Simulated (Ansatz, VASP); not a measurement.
# AlGa3N2: VASP beside Ansatz

```
Al Ga N
1.0
     1.49055    0.86057   10.17482
    -1.49055    0.86057   10.17482
     0.00000   -1.72114   10.17482
Al Ga N
1 3 2
Cartesian
  0.0000 0.0000 15.2622
  0.0000 0.0000 22.9954
  0.0000 0.0000 7.5291
  0.0000 0.0000 0.0000
  0.0000 0.0000 26.5684
  0.0000 0.0000 3.9561
```

Alike in both runs: task single point; functional PBE; k mesh 6 × 6 × 6; occupations gaussian, width 0.1 eV; collinear spin.

|  | VASP | Ansatz |
| --- | --- | --- |
| version | VASP 6.6.1 | Ansatz 0.2.0 |
| potentials or method | VASP PAW PBE potentials, release 64 (Al, Ga_d, N), cutoff 520 eV | scalar-relativistic, plane waves, PAW |
| valence electrons in the cell | 52 | 52 |

VASP gave:

```
gap on the k mesh at the Fermi level (eV) : none
pressure (GPa)                            : 0.1
rms of the force components (eV/Å)        : 0.030
net moment per atom (μB)                  : 0.00
```

Question: Which values does Ansatz return?

Answer: gap on the k mesh at the Fermi level (eV): none; pressure (GPa): 0.0; rms of the force components (eV/Å): 0.011; net moment per atom (μB): 0.00.

Atom by atom the forces differ by 0.020 eV/Å (rms over components). A gap of «none» marks a metal or a gap that the smearing closes. With one functional, cell and mesh, what is left measures potentials, basis and numerics. Ansatz's warnings: seeded moment not kept.

The k mesh is coarse, so the values compare programs but aren't converged.
